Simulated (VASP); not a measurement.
Here is a VASP 6.6.1 calculation.

The input INCAR:

```
PREC     = Accurate       # precision mode
ENCUT    = 520            # plane-wave cutoff, eV
EDIFF    = 1E-7           # SCF threshold, eV
ISMEAR   = 0              # smearing method
SIGMA    = 0.05           # smearing width, eV
LREAL    = F              # projectors in reciprocal space
LASPH    = T              # aspherical terms in the spheres
NELM     = 100            # most SCF steps
ALGO     = Normal         # electronic algorithm
ISIF     = 2              # what is computed and relaxed
LWAVE    = F              # write WAVECAR
LCHARG   = F              # write CHGCAR
GGA      = PE             # functional
NBANDS   = 15             # bands
```

The input KPOINTS:

```
regular mesh
0
Gamma
  10 10 10
```

The input POSCAR:

```
KCl
1.0
    3.8858952726      0.0000000000      0.0000000000
    0.0000000000      3.8858952726      0.0000000000
    0.0000000000      0.0000000000      3.8858952726
K Cl
1 1
Direct
    0.0000000000      0.0000000000      0.0000000000
    0.5000000000      0.5000000000      0.5000000000
```

Potentials or basis: VASP PAW PBE potentials, release 64 (K_sv, Cl).

The run is started by

```sh
$ cat potpaw_PBE.64/K_sv/POTCAR potpaw_PBE.64/Cl/POTCAR > POTCAR
$ mpirun -np 1 vasp_std > vasp.out
```

**Question.** Estimate the band gap on the k mesh.

**Answer.** 4.65 eV (least direct gap 4.85 eV).

**Question.** Predict the pressure.

**Answer.** -0.7 GPa.

A k mesh can miss the band edges. PBE gaps usually lie below the measured ones, often by a third to a half.
